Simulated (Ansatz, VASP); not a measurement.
# Cu3F2 in VASP and in Ansatz

INCAR

```
ALGO = Normal
EDIFF = 1E-6
ENCUT = 520
GGA = PE
ISIF = 2
ISMEAR = 0
ISPIN = 2
LASPH = T
LCHARG = F
LMAXMIX = 4
LORBIT = 11
LREAL = F
LWAVE = F
MAGMOM = 1 1 1 0 0
NBANDS = 36
NELM = 150
PREC = Accurate
SIGMA = 0.1
```

File KPOINTS:

```
k-points
0
Gamma
  6 6 4
```

The input POSCAR:

```
Cu3F2
1.0
    3.5093919598      0.0000000000      0.0000000000
   -1.7546959799      3.0392225890      0.0000000000
    0.0000000000      0.0000000000      5.4600438359
Cu F
3 2
Direct
    0.0000000000      0.0000000000      0.0000000000
    0.3333333333      0.6666666667      0.6450000000
    0.6666666667      0.3333333333      0.3550000000
    0.3333333333      0.6666666667      0.2450000000
    0.6666666667      0.3333333333      0.7550000000
```

Input for Ansatz:

```yaml
crystal:
  lattice:
    - [3.5093919598, 0.0, 0.0]
    - [-1.7546959799, 3.039222589, 0.0]
    - [0.0, 0.0, 5.4600438359]
  atoms:
    - { symbol: Cu, position: [0.0, 0.0, 0.0], spin: 1.0 }
    - { symbol: Cu, position: [0.3333333333, 0.6666666667, 0.645], spin: 1.0 }
    - { symbol: Cu, position: [0.6666666667, 0.3333333333, 0.355], spin: 1.0 }
    - { symbol: F, position: [0.3333333333, 0.6666666667, 0.245] }
    - { symbol: F, position: [0.6666666667, 0.3333333333, 0.755] }
basis:
  ecutwfc: 420
kpoints:
  mp_grid: { grid: [6, 6, 4] }
hamiltonian:
  xc: pbe
scf:
  occupations: { method: gaussian, width: 0.1 }
  lower_state_search: "off"
output:
  forces: true
  stress: true
  eigenvalues: true
  populations: true
magnetization:
  spin_polarized: true
```

Alike in both runs: task single point; functional PBE; k mesh 6 × 6 × 4; occupations gaussian, width 0.1 eV; collinear spin.

|  | VASP | Ansatz |
| --- | --- | --- |
| version | VASP 6.6.1 | Ansatz 0.2.0 |
| potentials or method | VASP PAW PBE potentials, release 64 (Cu, F), cutoff 520 eV | scalar-relativistic, plane waves, PAW |
| valence electrons in the cell | 47 | 71 |

Ansatz gave:

```
gap on the k mesh at the Fermi level (eV)                     : none
pressure (GPa)                                                : 11.8
traceless stress, the component that is largest in VASP (GPa) : -0.11
rms of the force components (eV/Å)                            : 0.356
net moment per atom (μB)                                      : 0.00
```

Estimate VASP's values.

gap on the k mesh at the Fermi level (eV): none; pressure (GPa): 11.9; traceless stress, the component that is largest in VASP (GPa): -0.16; rms of the force components (eV/Å): 0.365; net moment per atom (μB): 0.00.

Atom by atom the forces differ by 0.010 eV/Å (rms over components). A gap of «none» marks a metal or a gap that the smearing closes. With one functional, cell and mesh, what is left measures potentials, basis and numerics. VASP's potentials hold 47 valence electrons a cell and Ansatz's 71, so a difference there can come from the potentials and not from the codes. Ansatz's warnings: seeded moment not kept.
